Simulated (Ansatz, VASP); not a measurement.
## One calculation of Ag, two programs

File INCAR:

```
SYSTEM = Ag
ALGO = Normal
EDIFF = 1E-6
ENCUT = 520
GGA = RP
ISIF = 2
ISMEAR = -1
LASPH = .True.
LCHARG = .False.
LREAL = .False.
LWAVE = .False.
NBANDS = 12
NELM = 80
PREC = Accurate
SIGMA = 0.1
```

The input KPOINTS:

```
k-points
0
Gamma
  21 21 21
  0 0 0
```

The input POSCAR:

```
Ag
1.0
    0.0000000000      2.1872856567      2.1872856567
    2.1872856567      0.0000000000      2.1872856567
    2.1872856567      2.1872856567      0.0000000000
Ag
1
Direct
    0.0000000000      0.0000000000      0.0000000000
```

Input for Ansatz:

```yaml
crystal:
  lattice:
    - [0.0, 2.1872856543, 2.1872856543]
    - [2.1872856543, 0.0, 2.1872856543]
    - [2.1872856543, 2.1872856543, 0.0]
  atoms:
    - { symbol: Ag, position: [0.0, 0.0, 0.0] }
hamiltonian:
  xc: rpbe
  pseudopotentials:
    kind: paw
    azcp:
      Ag: "pseudopotentials/Ag.paw.azcp"
basis:
  ecutwfc: 420
  fft_grid_basis: typed
kpoints:
  mp_grid: { grid: [21, 21, 21], shift: [0, 0, 0] }
magnetization:
  spin_polarized: false
scf:
  occupations: { method: fermi_dirac, width: 0.1 }
output:
  stress: true
```

Alike in both runs: task single point; functional RPBE; k mesh 21 × 21 × 21; occupations fermi-dirac, width 0.1 eV; no spin polarisation.

|  | VASP | Ansatz |
| --- | --- | --- |
| version | VASP 6.6.1 | Ansatz 0.2.0 |
| potentials or method | VASP PAW PBE potentials, release 64 (Ag), cutoff 520 eV | plane waves (420 eV) with PAW, scalar-relativistic |
| valence electrons in the cell | 11 | 19 |

```csv
,VASP,Ansatz,Ansatz less VASP
pressure (GPa),-5.9,-5.9,0.00
```

VASP's potentials were made for PBE, not for RPBE. The functional is the same, so the differences come from potentials, cutoffs and numerics. VASP's potentials hold 11 valence electrons a cell and Ansatz's 19, so a difference there can come from the potentials and not from the codes.
